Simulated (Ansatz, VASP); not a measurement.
Au in VASP and in Ansatz

```
Au
1.0
     4.21436    0.00009   -0.01944
     0.00019    8.42842    0.08145
    -2.11406    1.41917    1.52945
Au
3
Direct
  0.00000 0.66667 0.00000
  0.00000 0.33333 0.00000
  0.00000 0.00000 0.00000
```

Change from the starting cell: band edges of the strained film's bulk.

Alike in both runs: task single point; functional PBE; k mesh 8 × 4 × 23; occupations gaussian, width 0.1 eV; no spin polarisation.

|  | VASP | Ansatz |
| --- | --- | --- |
| version | VASP 6.6.1 | Ansatz 0.2.0 |
| potentials or method | VASP PAW PBE potentials, release 64 (Au), cutoff 500 eV | scalar-relativistic, plane waves, PAW |
| valence electrons in the cell | 33 | 57 |

VASP gave:

* gap on the k mesh at the Fermi level (eV): none
* pressure (GPa): 1.4
* traceless stress, the component that is largest in VASP (GPa): 2.47

Q: Which values does Ansatz return?

A: gap on the k mesh at the Fermi level (eV): none; pressure (GPa): 1.7; traceless stress, the component that is largest in VASP (GPa): 2.49.

A gap of «none» marks a metal or a gap that the smearing closes. VASP's potentials hold 33 valence electrons a cell and Ansatz's 57, so a difference there can come from the potentials and not from the codes.

Neither program's run includes spin-orbit coupling.
